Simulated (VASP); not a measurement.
# CoSi2: single point with PBE

Crystal: CoSi2.

```
CELL_PARAMETERS angstrom
0.00000 2.71541 2.71541
2.71541 0.00000 2.71541
2.71541 2.71541 0.00000
ATOMIC_POSITIONS crystal
Co 0.00000 0.00000 0.00000
Si 0.25000 0.25000 0.25000
Si 0.75000 0.75000 0.75000
```

| Quantity | Value |
| --- | --- |
| Program | VASP 6.6.1 |
| Task | single point |
| Functional | PBE |
| Potentials or basis | VASP PAW PBE potentials, release 64 (Co, Si) |
| Cutoff | 520 eV |
| k mesh | 14 × 14 × 14 |
| Occupations | gaussian, width 0.15 eV |
| Spin | collinear spin, ferromagnetic start |
| Starting moments | [1.375, 0.0, 0.0] μB |
| Fixed moment | 1.375 μB |
| Dipole correction | no |
| Further INCAR settings | ALGO = Normal; EDIFF = 1e-06; NBANDS = 20 |

```json
{
  "Pressure": "1.0 GPa",
  "Net moment": "1.38 μB per cell",
  "Site moments": "Co +0.89; Si +0.10 μB",
  "Valence electrons inside the program's atomic spheres": "Co 8.71; Si 1.59"
}
```

Run time: 5.9 min on 1 thread of AMD EPYC 7R13, on a shared host, peak memory 0.24 GiB.

Caveat: the total moment is fixed, so each spin has its own Fermi level.
